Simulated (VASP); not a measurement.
# Sn3Ru (R-3m) in VASP: single point with PBE

Aim: the single point of Sn3Ru with PBE.

Program: VASP 6.6.1. These are calculated values, not measurements. Logs are shortened: lines on timing, memory, paths and dates and some standing lists are left out, and cuts for length are marked.

## (1) The cell of the first run

The structure is trigonal, space group R-3m (No. 166). The conventional cell has a = 6.958 Å, b = 6.958 Å, c = 6.434 Å, α = 90.00°, β = 90.00°, γ = 120.00°. Within 3.9 Å of Sn (site symmetry 2/m) lie 8 Sn at 2.94 to 3.48 Å and 4 Ru at 2.94 to 3.48 Å. Ru (site symmetry -3m) has 12 Sn at 2.94 to 3.48 Å within 3.9 Å.

## (2) Single point, PBE

INCAR reads:

```
SYSTEM = Sn3Ru
PREC = Accurate ; ENCUT = 520
EDIFF = 1E-6 ; ISMEAR = 0
SIGMA = 0.1 ; LREAL = .FALSE.
LASPH = .TRUE. ; NELM = 100
ALGO = Fast ; ISIF = 2
LWAVE = .FALSE. ; LCHARG = .TRUE.
GGA = PE ; LELF = .TRUE.
LVHAR = .TRUE. ; NBANDS = 36
```

KPOINTS reads:

```
Automatic mesh
0
G
  12 12 12
  0 0 0
```

POSCAR reads:

```
Sn3Ru
1.0
    3.4790058983      2.0086049919      2.1447341110
   -3.4790058983      2.0086049919      2.1447341110
    0.0000000000     -4.0172099839      2.1447341109
Sn Ru
3 1
Direct
    0.5000000000      0.0000000000      0.0000000000
    0.0000000000      0.5000000000      0.0000000000
    0.0000000000      0.0000000000      0.5000000000
    0.5000000000      0.5000000000      0.5000000000
```

Potentials or basis: VASP PAW PBE potentials, release 64 (Sn_d, Ru_pv).

On the command line:

```console
$ cat potpaw_PBE.64/Sn_d/POTCAR potpaw_PBE.64/Ru_pv/POTCAR > POTCAR
$ mpirun -np 1 vasp_std > vasp.out
```

OUTCAR:

```text
SYSTEM = Sn3Ru
   PREC = Accurate
   ENCUT = 520
   EDIFF = 1E-6
   ISMEAR = 0
   LREAL = .FALSE.
   LASPH = .TRUE.
   NELM = 100
   ISIF = 2
   GGA = PE

 ion  position               nearest neighbor table
   1  0.500  0.000  0.000-   3 2.94   4 2.94   4 2.94   3 2.94   2 2.94   2 2.94   2 3.48   2 3.48
                             3 3.48   3 3.48   4 3.48   4 3.48
   2  0.000  0.500  0.000-   3 2.94   4 2.94   3 2.94   4 2.94   1 2.94   1 2.94   1 3.48   1 3.48
                             3 3.48   4 3.48   3 3.48   4 3.48
   3  0.000  0.000  0.500-   1 2.94   2 2.94   2 2.94   1 2.94   4 2.94   4 2.94   4 3.48   4 3.48
                             1 3.48   2 3.48   1 3.48   2 3.48
   4  0.500  0.500  0.500-   1 2.94   2 2.94   1 2.94   2 2.94   3 2.94   3 2.94   3 3.48   3 3.48
                             2 3.48   1 3.48   1 3.48   2 3.48

  LATTYP: Found a trigonal (rhomboedric) cell.
 ALAT       =     4.5538841071
 COS(alpha) =    -0.1672835839

  Lattice vectors:

 A1 = (   3.4790058983,   2.0086049919,   2.1447341110)
 A2 = (  -3.4790058983,   2.0086049919,   2.1447341110)
 A3 = (   0.0000000000,  -4.0172099839,   2.1447341109)

Analysis of symmetry for initial positions (statically):
=====================================================================
 Subroutine PRICEL returns:
 Original cell was already a primitive cell.

 Routine SETGRP: Setting up the symmetry group for a
 trigonal (rhombohedral) supercell.

 Subroutine GETGRP returns: Found 12 space group operations
 (whereof 12 operations were pure point group operations)
 out of a pool of 12 trial point group operations.

The static configuration has the point symmetry D_3d.

Analysis of symmetry for dynamics (positions and initial velocities):
=====================================================================
 Subroutine PRICEL returns:
 Original cell was already a primitive cell.

 Routine SETGRP: Setting up the symmetry group for a
 trigonal (rhombohedral) supercell.

 Subroutine GETGRP returns: Found 12 space group operations
 (whereof 12 operations were pure point group operations)
 out of a pool of 12 trial point group operations.

The dynamic configuration has the point symmetry D_3d.

 Subroutine INISYM returns: Found 12 space group operations
 (whereof 12 operations are pure point group operations),
 and found     1 'primitive' translations

----------------------------------------------------------------------------------------

                                     Primitive cell

  volume of cell :      89.9238

  direct lattice vectors                    reciprocal lattice vectors
     3.479005898  2.008604992  2.144734111     0.143719216  0.082976328  0.155419421
    -3.479005898  2.008604992  2.144734111    -0.143719216  0.082976328  0.155419421
     0.000000000 -4.017209984  2.144734111     0.000000000 -0.165952656  0.155419421

  length of vectors
     4.553884107  4.553884107  4.553884107     0.227366401  0.227366401  0.227366401

  position of ions in fractional coordinates (direct lattice)
     0.500000000  1.000000000  0.000000000
     1.000000000  0.500000000  0.000000000
     0.000000000  0.000000000  0.500000000
     0.500000000  0.500000000  0.500000000

  ion indices of the primitive-cell ions
   primitive index   ion index
                 1           1
                 2           2
                 3           3
                 4           4

----------------------------------------------------------------------------------------

 KPOINTS: Automatic mesh

Automatic generation of k-mesh.
 Grid dimensions read from file:
 generate k-points for:   12   12   12

 Generating k-lattice:

  Cartesian coordinates                     Fractional coordinates (reciprocal lattice)
     0.011976601  0.006914694  0.012951618     0.083333333 -0.000000000 -0.000000000
    -0.011976601  0.006914694  0.012951618    -0.000000000  0.083333333 -0.000000000
     0.000000000 -0.013829388  0.012951618     0.000000000  0.000000000  0.083333333

  Length of vectors
     0.018947200  0.018947200  0.018947200

  Shift w.r.t. Gamma in fractional coordinates (k-lattice)
     0.000000000  0.000000000  0.000000000

 Subroutine IBZKPT returns following result:
 ===========================================

 Found    189 irreducible k-points:

 Following reciprocal coordinates:
            Coordinates               Weight
  0.000000  0.000000  0.000000      1.000000
  0.083333  0.000000 -0.000000      6.000000
  0.166667  0.000000  0.000000      6.000000
  0.250000  0.000000  0.000000      6.000000
  0.333333  0.000000  0.000000      6.000000
  0.416667  0.000000  0.000000      6.000000
[... 16 lines left out ...]
  0.500000  0.166667  0.000000     12.000000
 -0.416667  0.166667  0.000000     12.000000
 [... further k-points ...]
   k-points           NKPTS =    189   k-points in BZ     NKDIM =    189   number of bands    NBANDS=     36
   number of dos      NEDOS =    301   number of ions     NIONS =      4
   total plane-waves  NPLWV =  46656
   dimension x,y,z NGX =    36 NGY =   36 NGZ =   36
   dimension x,y,z NGXF=    72 NGYF=   72 NGZF=   72
   ions per type =               3   1
   NGX,Y,Z   is equivalent  to a cutoff of  13.14, 13.14, 13.14 a.u.
   NGXF,Y,Z  is equivalent  to a cutoff of  26.28, 26.28, 26.28 a.u.
 SYSTEM =  Sn3Ru
   PREC   = accura    normal or accurate (medium, high low for compatibility)
   ISTART =      0    job   : 0-new  1-cont  2-samecut
   ICHARG =      2    charge: 1-file 2-atom 10-const
   ISPIN  =      1    spin polarized calculation?
   LNONCOLLINEAR =      F non collinear calculations
   LSORBIT =      F    spin-orbit coupling
   LASPH  =      T    aspherical Exc in radial PAW
   ENCUT  =  520.0 eV  38.22 Ry    6.18 a.u.   8.47  8.47  8.47*2*pi/ulx,y,z
   NELM   =    100;   NELMIN=  2; NELMDL= -5     # of ELM steps
   EDIFF  = 0.1E-05   stopping-criterion for ELM
   LREAL  =      F    real-space projection
   EDIFFG = 0.1E-04   stopping-criterion for IOM
   NSW    =      0    number of steps for IOM
   IBRION =     -1    ionic relax: 0-MD 1-quasi-New 2-CG
   NFREE  =      0    steps in history (QN), initial steepest desc. (CG)
   ISIF   =      2    stress and relaxation
   ISYM   =      2    0-nonsym 1-usesym 2-fastsym
   POTIM  = 0.5000    time-step for ionic-motion
   TEBEG  =    0.0;   TEEND  =   0.0 temperature during run
   PSTRESS=    0.0 pullay stress
   NELECT =      56.0000    total number of electrons
   NUPDOWN=      -1.0000    fix difference up-down
   EMIN   =  10.00;   EMAX   =-10.00  energy-range for DOS
   EFERMI =   0.00;   METHOD = LEGACY
   ISMEAR =     0;   SIGMA  =   0.10  broadening in eV -4-tet -1-fermi 0-gaus
   EFERMI_NEDOS =   21; number of points for ismear=-14 and -15
   IALGO  =     68    algorithm
   IMIX   =      4    mixing-type and parameters
     AMIX     =   0.40;   BMIX     =  1.00
     AMIX_MAG =   1.60;   BMIX_MAG =  1.00
  volume/ion in A,a.u.               =      22.48       151.71
  Fermi-wavevector in a.u.,A,eV,Ry     =   1.398018  2.641871 26.591958  1.954454
  Thomas-Fermi vector in A             =   2.521217
   LORBIT       =      0    0 simple, 1 ext, 2 COOP (PROOUT), +10 PAW based schemes
   GGA     = PE    functional components
   LHFCALC =     F    Hartree Fock is set to
   AEXX    =    0.0000 exact exchange contribution
   IVDW    =     0    specifies the selected vdW correction
   LEPSILON=     F    determine dielectric tensor
   LRPA    =     F    only Hartree local field effects (RPA)
 non-spin polarized calculation
 RMM-DIIS sequential band-by-band and
 Gauss-broadening in eV      SIGMA  =   0.10
  energy-cutoff  :      520.00
  volume of cell :       89.92
 maximum number of plane-waves:      2455
 NGX is ok and might be reduce to    36
   NGX = 17   NGY = 17   NGZ = 17

 number of electron      55.9999967 magnetization

 Free energy of the ion-electron system (eV)
  ---------------------------------------------------
  ext. energy  EPLUGINS =         0.00000000
  ---------------------------------------------------
  free energy    TOTEN  =       -19.11695636 eV

  energy without entropy =      -19.10440443  energy(sigma->0) =      -19.11068039

 E-fermi :   9.2038     XC(G=0): -11.2095

 val. band max:        9.1891858669   @ k =   0.5000   0.0000   0.0000
 cond. band min:       9.2040933951   @ k =  -0.0833   0.0833   0.0000
 fundamental gap:      0.0149075282
 Fermi energy:         9.2037772861

 k-point     1 :       0.0000    0.0000    0.0000
  band No.  band energies     occupation
      1     -32.5725      2.00000
      2     -32.4720      2.00000
      3     -32.4720      2.00000
      4     -12.6149      2.00000
      5     -12.6149      2.00000
      6     -12.4809      2.00000
[... 28 lines left out ...]
     35      15.9616      0.00000
     36      16.1024      0.00000

 k-point     2 :       0.0833    0.0000   -0.0000
  band No.  band energies     occupation
      1     -32.5726      2.00000
      2     -32.4721      2.00000
      3     -32.4720      2.00000
      4     -12.6116      2.00000
      5     -12.6056      2.00000
      6     -12.4762      2.00000
[... 28 lines left out ...]
     35      15.8502      0.00000
     36      16.0932      0.00000

 k-point     3 :       0.1667    0.0000    0.0000
  band No.  band energies     occupation
      1     -32.5727      2.00000
      2     -32.4722      2.00000
      3     -32.4721      2.00000
      4     -12.6027      2.00000
      5     -12.5782      2.00000
      6     -12.4628      2.00000
[... 28 lines left out ...]
     35      15.3263      0.00000
     36      16.0875      0.00000

 k-point     4 :       0.2500    0.0000    0.0000
  band No.  band energies     occupation
      1     -32.5728      2.00000
      2     -32.4725      2.00000
      3     -32.4722      2.00000
      4     -12.5909      2.00000
      5     -12.5348      2.00000
      6     -12.4422      2.00000
[... 28 lines left out ...]
     35      14.5565      0.00000
     36      16.0130      0.00000

 k-point     5 :       0.3333    0.0000    0.0000
  band No.  band energies     occupation
      1     -32.5730      2.00000
      2     -32.4727      2.00000
      3     -32.4722      2.00000
      4     -12.5796      2.00000
      5     -12.4783      2.00000
      6     -12.4184      2.00000
[... 655 lines left out ...]
 k-point    22 :       0.4167    0.1667    0.0000
  band No.  band energies     occupation
      1     -32.5733      2.00000
      2     -32.4730      2.00000
      3     -32.4724      2.00000
      4     -12.5414      2.00000
      5     -12.4014      2.00000
      6     -12.3621      2.00000
[... 28 lines left out ...]
     35      15.0013      0.00000
     36      15.2140      0.00000

 k-point    23 :       0.5000    0.1667    0.0000
  band No.  band energies     occupation
      1     -32.5732      2.00000
      2     -32.4730      2.00000
      3     -32.4724      2.00000
      4     -12.5447      2.00000
      5     -12.4199      2.00000
      6     -12.3708      2.00000
[... 28 lines left out ...]
     35      15.2219      0.00000
     36      15.3149      0.00000

 k-point    24 :      -0.4167    0.1667    0.0000
  band No.  band energies     occupation
      1     -32.5731      2.00000
      2     -32.4729      2.00000
      3     -32.4723      2.00000
      4     -12.5547      2.00000
      5     -12.4701      2.00000
      6     -12.3913      2.00000
[... 28 lines left out ...]
     35      15.2366      0.00000
     36      15.4362      0.00000

 [... further k-points ...]

------------------------ aborting loop because EDIFF is reached ----------------------------------------

  FORCE on cell =-STRESS in cart. coord.  units (eV):
  Direction    XX          YY          ZZ          XY          YZ          ZX
  --------------------------------------------------------------------------------------
  -------------------------------------------------------------------------------------
  Total       -0.0194329     -0.0194329     -0.0088859     -0.0000000     -0.0000000      0.0000000
  in kB       -0.3462366     -0.3462366     -0.1583207     -0.0000000     -0.0000000      0.0000000
  external PRESSURE =      -0.2835980 kB  Pullay stress =       0.0000000 kB

 VOLUME and BASIS-vectors are now :
 -----------------------------------------------------------------------------
  energy-cutoff  :      520.00
  volume of cell :       89.92
      direct lattice vectors                 reciprocal lattice vectors
     3.479005898  2.008604992  2.144734111     0.143719216  0.082976328  0.155419421
    -3.479005898  2.008604992  2.144734111    -0.143719216  0.082976328  0.155419421
     0.000000000 -4.017209984  2.144734111     0.000000000 -0.165952656  0.155419421

 POSITION                                       TOTAL-FORCE (eV/Angst)
 -----------------------------------------------------------------------------------
      1.73950      1.00430      1.07237         0.000000      0.000000      0.000000
     -1.73950      1.00430      1.07237        -0.000000     -0.000000     -0.000000
      0.00000     -2.00860      1.07237        -0.000000     -0.000000     -0.000000
      0.00000     -0.00000      3.21710         0.000000     -0.000000     -0.000000
 -----------------------------------------------------------------------------------
    total drift:                               -0.000000      0.000000      0.000000

  FREE ENERGIE OF THE ION-ELECTRON SYSTEM (eV)
  ---------------------------------------------------
  free  energy   TOTEN  =       -19.1169563611 eV

  energy  without entropy=      -19.1044044284  energy(sigma->0) =      -19.11068039
```

Run time: 5.6 min. Hardware: 1 thread of Intel Xeon Platinum 8488C (Sapphire Rapids), shared host; peak memory 0.58 GiB.

Results:

```
Free energy            : -19.1170 eV
Pressure               : 0.0 GPa
Band gap on the k mesh : zero (bands 28 and 29 overlap by 1.57 eV)
```

Levels at points of the mesh, in eV from the Fermi level:
```tsv
k point	band 26	band 27	band 28	band 29	band 30	band 31
(0.00, 0.00, 0.00)	-1.11	-1.11	0.30	0.34	0.34	1.53
(0.50, 0.00, 0.00)	-0.65	-0.47	-0.01	0.54	1.35	1.82
(0.50, 0.50, 0.00)	-0.66	-0.47	-0.38	1.00	1.20	1.82
(0.50, 0.50, 0.50)	-0.60	-0.59	-0.59	0.03	0.03	1.80
```

Caveat: spin-orbit coupling is left out, which moves the levels of the heavy elements.
